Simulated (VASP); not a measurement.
MgSi32 (a cell with a defect): single point with PBE

The system is MgSi32 (a cell with a defect).

```xyz
33
Lattice="0.0000 -6.6706 6.3650 0.0000 6.6706 6.3650 -7.7026 0.0000 -6.3650" Properties=species:S:1:pos:R:3 pbc="T T T"
Si   -5.7810   -1.1122    0.3643
Si   -1.9215   -1.1122    6.7293
Si   -3.8542    2.2200    0.3770
Si   -3.8483    2.2200    6.7420
Si   -5.7609   -1.1131    6.7723
Si    0.0000   -4.4347    6.7714
Si    0.0000    2.2109    6.7151
Si   -1.9416   -1.1131    0.4073
Si   -3.9712   -2.2755    3.6304
Si    0.0000   -2.0740   10.0068
Si   -2.0436    1.1787    3.6033
Si   -1.9188    1.0988    9.9667
Si   -3.7313    4.3951    3.6304
Si   -5.6589    1.1788   -2.7617
Si   -5.7838    1.0988    3.6017
Si    0.0000   -2.3786    3.5941
Si   -5.7804   -1.0857    2.7404
Si   -1.9221   -1.0857    9.1055
Si   -3.9264    2.2395    2.7329
Si   -3.7762   -4.4311    2.7329
Si   -5.6084   -1.2119   -3.5589
Si    0.0000    2.4295    2.8105
Si    0.0000    2.1218    9.0845
Si   -2.0941   -1.2119    2.8061
Si   -3.8501   -2.2305    5.9835
Si    0.0000    4.4574    6.0105
Si   -1.9350    1.1120    5.9573
Si   -1.9230    1.1141   -0.3817
Si   -3.8524   -2.2305   -0.3815
Si   -5.7676    1.1120   -0.4077
Si   -5.7795    1.1140    5.9834
Si    0.0000   -2.2289    5.9561
Mg    0.0000    0.0005    2.6277
```

```json
{"Program": "VASP 6.6.1", "Task": "single point", "Functional": "PBE", "Potentials or basis": "VASP PAW PBE potentials, release 64 (Si, Mg)", "Cutoff": "520 eV", "k mesh": "2 × 2 × 2, shifted", "Occupations": "gaussian, width 0.02 eV", "Spin": "no spin polarisation"}
```

```
Largest force : 1.257 eV/Å
```

Forces in eV/Å, atoms in the order of the input:
```
Si   0.001  0.002  0.023
Si  -0.001  0.002  0.023
Si  -0.004 -0.008  0.037
Si   0.004 -0.008  0.037
Si   0.010 -0.004  0.043
Si   0.000  0.008  0.038
Si   0.000  0.000  0.037
Si  -0.010 -0.004  0.043
Si  -0.031 -0.029  0.028
Si   0.000  0.034  0.025
Si   0.106 -0.066  0.061
Si   0.005  0.020  0.005
Si   0.031 -0.029  0.028
Si  -0.106 -0.066  0.061
Si  -0.005  0.020  0.005
Si   0.000  0.110  0.053
Si  -0.001  0.016  0.018
Si   0.001  0.016  0.018
Si   0.075 -0.050  0.048
Si  -0.075 -0.050  0.048
Si   0.018 -0.013  0.112
Si   0.000  0.019  0.105
Si   0.000  0.076  0.048
Si  -0.018 -0.013  0.112
Si   0.009 -0.012  0.024
Si   0.000 -0.004  0.026
Si   0.006  0.004  0.036
Si  -0.004  0.006  0.012
Si  -0.009 -0.012  0.024
Si  -0.006  0.004  0.036
Si   0.004  0.006  0.012
Si   0.000  0.015  0.033
Mg   0.000  0.009 -1.257
```

Levels at points of the mesh, in eV from the Fermi level:
| k point | band 60 | band 61 | band 62 | band 63 | band 64 | band 65 | band 66 | band 67 | band 68 | band 69 |
| --- | --- | --- | --- | --- | --- | --- | --- | --- | --- | --- |
| (0.25, 0.25, 0.25) | -1.13 | -1.13 | -1.12 | -0.99 | -0.95 | 0.60 | 0.76 | 0.94 | 1.04 | 1.20 |

Wall time 3.2 min on 1 thread of Intel(R) Xeon(R) 6975P-C (Granite Rapids) (shared host), peak memory 0.76 GiB.

Caveat: the cell carries a net charge on a neutralising background, which shifts energy and pressure; the cell is charged against a uniform background, so pressure and absolute levels hang on convention.
